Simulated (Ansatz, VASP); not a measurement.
Two plane-wave programs on GeSb4Te7

```
Ge Sb Te
1.0
     4.32047    0.00000    0.00000
    -2.16024    3.74164    0.00000
     0.00000    0.00000   24.56987
Ge Sb Te
1 4 7
Direct
  0.00000 0.00000 0.50000
  0.66667 0.33333 0.91871
  0.33333 0.66667 0.34880
  0.33333 0.66667 0.08129
  0.66667 0.33333 0.65120
  0.33333 0.66667 0.84919
  0.66667 0.33333 0.15081
  0.00000 0.00000 0.72045
  0.66667 0.33333 0.43103
  0.33333 0.66667 0.56897
  0.00000 0.00000 0.00000
  0.00000 0.00000 0.27955
```

Alike in both runs: task electric field gradients; functional PBE; k mesh 12 × 12 × 2; no spin polarisation.

|  | VASP | Ansatz |
| --- | --- | --- |
| version | VASP 6.6.1 | Ansatz 0.2.0 |
| potentials or method | VASP PAW PBE potentials, release 64 (Ge_d, Sb, Te), cutoff 520 eV | scalar-relativistic, plane waves, PAW |
| occupations | gaussian, width 0.01 eV | fixed |
| valence electrons in the cell | 76 | 186 |

```csv
,VASP,Ansatz,Ansatz less VASP
gap on the k mesh at the Fermi level (eV),0.36,0.37,+0.008
least direct gap on the mesh (eV),0.36,0.37,+0.008
pressure (GPa),0.0,0.0,+0.01
rms of the force components (eV/Å),0.009,0.000,-0.0093
size of Vzz on the site where it differs most (V/Å²),110.3,115.7,+5.40
```

Atom by atom the forces differ by 0.009 eV/Å (rms over components). VASP's potentials hold 76 valence electrons a cell and Ansatz's 186, so a difference there can come from the potentials and not from the codes.

Neither program's run includes spin-orbit coupling.
